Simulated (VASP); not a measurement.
A run of VASP 6.6.1:

The input INCAR:

```
PREC = Accurate
ENCUT = 600
EDIFF = 1E-6
ISMEAR = 0
SIGMA = 0.02
LREAL = F
LASPH = T
NELM = 120
ALGO = Normal
ISIF = 2
LWAVE = F
LCHARG = F
GGA = CA
NBANDS = 27
GGA_COMPAT = F
```

KPOINTS

```
regular mesh
0
Gamma
  6 6 6
```

POSCAR

```
BaHfO3
1.0
    4.1217874327      0.0000000000      0.0000000000
    0.0000000000      4.1217874327      0.0000000000
    0.0000000000      0.0000000000      4.1217874327
Ba Hf O
1 1 3
Direct
    0.5000000000      0.5000000000      0.5000000000
    0.0000000000      0.0000000000      0.0000000000
    0.0000000000      0.5000000000      0.0000000000
    0.5000000000      0.0000000000      0.0000000000
    0.0000000000      0.0000000000      0.5000000000
```

Potentials or basis: VASP PAW LDA potentials, release 64 (Ba_sv, Hf_pv, O).

Launch:

```sh
$ cat potpaw_LDA.64/Ba_sv/POTCAR potpaw_LDA.64/Hf_pv/POTCAR potpaw_LDA.64/O/POTCAR > POTCAR
$ mpirun -np 1 vasp_std > vasp.out
```

Hardware: 1 thread of Intel(R) Xeon(R) Platinum 8559C (Emerald Rapids) (shared host).

Problem. Estimate the wall time of this run.

Solution. It took 28 s on 1 thread of Intel(R) Xeon(R) Platinum 8559C (Emerald Rapids) (shared host), peak memory 0.2 GiB. Counts: scf iterations 13, k points 20.
